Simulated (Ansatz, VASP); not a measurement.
One calculation of Mo, two programs

```
Mo
1.0
    -1.59106    1.59106    1.59106
     1.59106   -1.59106    1.59106
     1.59106    1.59106   -1.59106
Mo
1
Direct
  0.00000 0.00000 0.00000
```

Alike in both runs: task single point; functional PBE; k mesh 20 × 20 × 20; occupations gaussian, width 0.05 eV; no spin polarisation.

```csv
,VASP,Ansatz
version,VASP 6.6.1,Ansatz 0.2.0
potentials or method,"VASP PAW PBE potentials, release 64 (Mo_sv), cutoff 520 eV","scalar-relativistic, plane waves, PAW"
valence electrons in the cell,14,14
```

Ansatz gave:

| Quantity | Value |
| --- | --- |
| gap on the k mesh at the Fermi level (eV) | none |
| pressure (GPa) | -5.0 |

Q: What did VASP give for the same quantities?

A: gap on the k mesh at the Fermi level (eV): none; pressure (GPa): -4.5.

A gap of «none» marks a metal or a gap that the smearing closes.
